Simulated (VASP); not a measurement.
# LaH3 in VASP: single point with PBEsol

Aim: the single point of LaH3 with PBEsol.

Program: VASP 6.6.1. These are calculated values, not measurements. Logs are shortened: lines on timing, memory, paths and dates and some standing lists are left out, and cuts for length are marked.

### Step 1. The cell of the first run

The cell holds a slab with vacuum, 12 atoms: a = 3.941 Å, b = 3.941 Å, c = 20.848 Å, α = 90.00°, β = 90.00°, γ = 60.00°.

### Step 2. Single point, PBEsol

INCAR reads:

```
  PREC = Accurate
  ENCUT = 400
  EDIFF = 1E-6
  ISMEAR = 1
  SIGMA = 0.1
  LREAL = False
  LASPH = True
  NELM = 200
  ALGO = Normal
  ISIF = 2
  LWAVE = False
  LCHARG = True
  LDIPOL = True
  IDIPOL = 3
  DIPOL = 0.5 0.5 0.500
  GGA = PS
  LELF = True
  LVHAR = True
  LVACPOTAV = True
  NBANDS = 33
  GGA_COMPAT = False
  LMAXMIX = 6
  NELMDL = -8
```

KPOINTS reads:

```
regular mesh
0
Gamma
  5 5 1
```

POSCAR reads:

```
LaH3
1.0
    3.9406770295      0.0000000000      0.0000000000
    1.9703385147      3.4127264156      0.0000000000
    0.0000000000      0.0000000000     20.8482606330
La H
3 9
Direct
    0.0000000000      0.0000000000      0.2877937928
    0.3333333333      0.3333333333      0.4421255798
    0.6666666667      0.6666666667      0.5964573669
    0.6666666667      0.6666666667      0.3649596863
    0.0000000000      1.0000000000      0.4035426331
    0.3333333333      0.3333333333      0.3263767395
    0.0000000000      1.0000000000      0.5192914734
    0.3333333333      0.3333333333      0.5578744202
    0.6666666667      0.6666666667      0.4807085266
    0.3333333333      0.3333333333      0.6736232605
    0.6666666667      0.6666666667      0.7122062072
    0.0000000000      1.0000000000      0.6350403137
```

Potentials or basis: VASP PAW PBE potentials, release 64 (La, H).

Command:

```
cat potpaw_PBE.64/La/POTCAR potpaw_PBE.64/H/POTCAR > POTCAR
mpirun -np 1 vasp_std > vasp.out
```

OUTCAR:

```text
PREC = Accurate
   ENCUT = 400
   EDIFF = 1E-6
   ISMEAR = 1
   LREAL = False
   LASPH = True
   NELM = 200
   ISIF = 2
   GGA = PS
   NELMDL = -8

 ion  position               nearest neighbor table
   1  0.000  0.000  0.288-
   2  0.333  0.333  0.442-
   3  0.667  0.667  0.596-
   4  0.667  0.667  0.365-
   5  0.000  0.000  0.404-
   6  0.333  0.333  0.326-
   7  0.000  0.000  0.519-
   8  0.333  0.333  0.558-
   9  0.667  0.667  0.481-
  10  0.333  0.333  0.674-
  11  0.667  0.667  0.712-
  12  0.000  0.000  0.635-

  LATTYP: Found a hexagonal cell.
 ALAT       =     3.9406770294
 C/A-ratio  =     5.2905276117

  Lattice vectors:

 A1 = (  -1.9703385147,  -3.4127264156,   0.0000000000)
 A2 = (   3.9406770295,   0.0000000000,   0.0000000000)
 A3 = (   0.0000000000,   0.0000000000,  20.8482606330)

Analysis of symmetry for initial positions (statically):
=====================================================================
 Subroutine PRICEL returns:
 Original cell was already a primitive cell.

 Routine SETGRP: Setting up the symmetry group for a
 hexagonal supercell.

 Subroutine GETGRP returns: Found  6 space group operations
 (whereof  6 operations were pure point group operations)
 out of a pool of 24 trial point group operations.

The static configuration has the point symmetry C_3v.

Analysis of symmetry for dynamics (positions and initial velocities):
=====================================================================
 Subroutine PRICEL returns:
 Original cell was already a primitive cell.

 Routine SETGRP: Setting up the symmetry group for a
 hexagonal supercell.

 Subroutine GETGRP returns: Found  6 space group operations
 (whereof  6 operations were pure point group operations)
 out of a pool of 24 trial point group operations.

The dynamic configuration has the point symmetry C_3v.

 Subroutine INISYM returns: Found  6 space group operations
 (whereof  6 operations are pure point group operations),
 and found     1 'primitive' translations

----------------------------------------------------------------------------------------

                                     Primitive cell

  volume of cell :     280.3768

[... 99 lines left out ...]
   NELECT =      42.0000    total number of electrons
   NUPDOWN=      -1.0000    fix difference up-down
   EMIN   =  10.00;   EMAX   =-10.00  energy-range for DOS
   EFERMI =   0.00;   METHOD = LEGACY
   ISMEAR =     1;   SIGMA  =   0.10  broadening in eV -4-tet -1-fermi 0-gaus
   EFERMI_NEDOS =   21; number of points for ismear=-14 and -15
   IALGO  =     38    algorithm
   IMIX   =      4    mixing-type and parameters
     AMIX     =   0.40;   BMIX     =  1.00
     AMIX_MAG =   1.60;   BMIX_MAG =  1.00
  volume/ion in A,a.u.               =      23.36       157.67
  Fermi-wavevector in a.u.,A,eV,Ry     =   0.869449  1.643019 10.285198  0.755941
  Thomas-Fermi vector in A             =   1.988272
   LORBIT       =      0    0 simple, 1 ext, 2 COOP (PROOUT), +10 PAW based schemes
   GGA     = PS    functional components
   LHFCALC =     F    Hartree Fock is set to
   AEXX    =    0.0000 exact exchange contribution
   IVDW    =     0    specifies the selected vdW correction
   LEPSILON=     F    determine dielectric tensor
   LRPA    =     F    only Hartree local field effects (RPA)
 non-spin polarized calculation
 Methfessel and Paxton  Order N= 1 SIGMA  =   0.10
  energy-cutoff  :      400.00
  volume of cell :      280.38
 maximum number of plane-waves:      5133
 NGX is ok and might be reduce to    28
   NGX = 13   NGY = 13   NGZ = 67

 number of electron      42.0000000 magnetization

 dipolmoment           0.000000      0.000000      0.263635 electrons x Angstroem

 Free energy of the ion-electron system (eV)
  ---------------------------------------------------
  ext. energy  EPLUGINS =         0.00000000
  ---------------------------------------------------
  free energy    TOTEN  =       -47.59470467 eV

  energy without entropy =      -47.59437507  energy(sigma->0) =      -47.59459480

 E-fermi :   0.3120     XC(G=0):  -5.7400

 val. band max:        0.2474426811   @ k =   0.4000  -0.0000   0.0000
 cond. band min:       0.3507380209   @ k =   0.0000   0.0000   0.0000
 fundamental gap:      0.1032953399
 Fermi energy:         0.3119703256

 k-point     1 :       0.0000    0.0000    0.0000
  band No.  band energies     occupation
      1     -33.1867      2.00000
      2     -32.2327      2.00000
      3     -31.0823      2.00000
      4     -17.0717      2.00000
      5     -16.4927      2.00000
      6     -16.4927      2.00000
[... 169 lines left out ...]
     32       2.1875     -0.00000
     33       2.3706      0.00000

------------------------ aborting loop because EDIFF is reached ----------------------------------------

  FORCE on cell =-STRESS in cart. coord.  units (eV):
  Direction    XX          YY          ZZ          XY          YZ          ZX
  --------------------------------------------------------------------------------------
  -------------------------------------------------------------------------------------
  Total       -5.0044820     -5.0044820     -4.2472931      0.0000000     -0.0000000      0.0000000
  in kB      -28.5974672    -28.5974672    -24.2706089      0.0000000     -0.0000000      0.0000000
  external PRESSURE =     -27.1551811 kB  Pullay stress =       0.0000000 kB

 VOLUME and BASIS-vectors are now :
 -----------------------------------------------------------------------------
  energy-cutoff  :      400.00
  volume of cell :      280.38
      direct lattice vectors                 reciprocal lattice vectors
     3.940677030  0.000000000  0.000000000     0.253763501 -0.146510426  0.000000000
     1.970338515  3.412726416  0.000000000     0.000000000  0.293020851  0.000000000
     0.000000000  0.000000000 20.848260633     0.000000000  0.000000000  0.047965632

 POSITION                                       TOTAL-FORCE (eV/Angst)
 -----------------------------------------------------------------------------------
      0.00000      0.00000      6.00000        -0.000000      0.000000      1.139248
      1.97034      1.13758      9.21755        -0.000000     -0.000000      0.897769
      3.94068      2.27515     12.43510        -0.000000     -0.000000      1.346882
      3.94068      2.27515      7.60877         0.000000     -0.000000     -0.521690
      0.00000      0.00000      8.41316         0.000000      0.000000     -0.445162
      1.97034      1.13758      6.80439         0.000000      0.000000     -0.402574
      0.00000      0.00000     10.82632         0.000000      0.000000     -0.254343
      1.97034      1.13758     11.63071         0.000000      0.000000     -0.254437
      3.94068      2.27515     10.02194        -0.000000      0.000000     -0.410373
      1.97034      1.13758     14.04387         0.000000      0.000000     -0.115530
      3.94068      2.27515     14.84826         0.000000      0.000000     -0.518727
      0.00000      0.00000     13.23949         0.000000      0.000000     -0.461064
 -----------------------------------------------------------------------------------
    total drift:                                0.000000      0.000000      0.002893

  FREE ENERGIE OF THE ION-ELECTRON SYSTEM (eV)
  ---------------------------------------------------
  free  energy   TOTEN  =       -47.5947046722 eV

  energy  without entropy=      -47.5943750679  energy(sigma->0) =      -47.59459480

 vacuum level on the upper side and lower side of the slab         7.234         3.658
```

OSZICAR:

```text
N       E                     dE             d eps       ncg     rms          rms(c)
DAV:   1     0.521282151098E+03    0.52128E+03   -0.12646E+04   330   0.113E+03
DAV:   2     0.108044196144E+03   -0.41324E+03   -0.39536E+03   458   0.276E+02
DAV:   3    -0.388310549707E+02   -0.14688E+03   -0.14456E+03   498   0.186E+02
[... 27 lines left out ...]
DAV:  31    -0.475946854406E+02   -0.14453E-04   -0.53845E-05   644   0.384E-02    0.178E-02
DAV:  32    -0.475946948813E+02   -0.94406E-05   -0.12147E-04   572   0.233E-02    0.109E-02
DAV:  33    -0.475947015235E+02   -0.66422E-05   -0.60847E-06   380   0.107E-02    0.753E-03
DAV:  34    -0.475947043361E+02   -0.28126E-05   -0.13132E-06   356   0.837E-03    0.590E-03
DAV:  35    -0.475947046722E+02   -0.33608E-06   -0.61201E-06   452   0.110E-02
   1 F= -.47594705E+02 E0= -.47594595E+02  d E =-.329604E-03
```

Wall time 2.6 min (1 thread of AMD EPYC 7R13 (Zen 3), shared host); peak memory 0.3 GiB.

Results:

* Free energy: -47.5947 eV
* Largest force: 1.347 eV/Å
* Band gap on the k mesh: zero (filled and empty bands touch)

Forces in eV/Å, atoms in the order of the input:
```
La   0.000  0.000  1.139
La   0.000  0.000  0.898
La   0.000  0.000  1.347
H    0.000  0.000 -0.522
H    0.000  0.000 -0.445
H    0.000  0.000 -0.403
H    0.000  0.000 -0.254
H    0.000  0.000 -0.254
H    0.000  0.000 -0.410
H    0.000  0.000 -0.116
H    0.000  0.000 -0.519
H    0.000  0.000 -0.461
```

Caveat: the k points lie up to 0.37 Å⁻¹ apart; the PAW data sets were made with another functional, which shifts forces and pressure a little; spin-orbit coupling is left out, which moves the levels of the heavy elements.
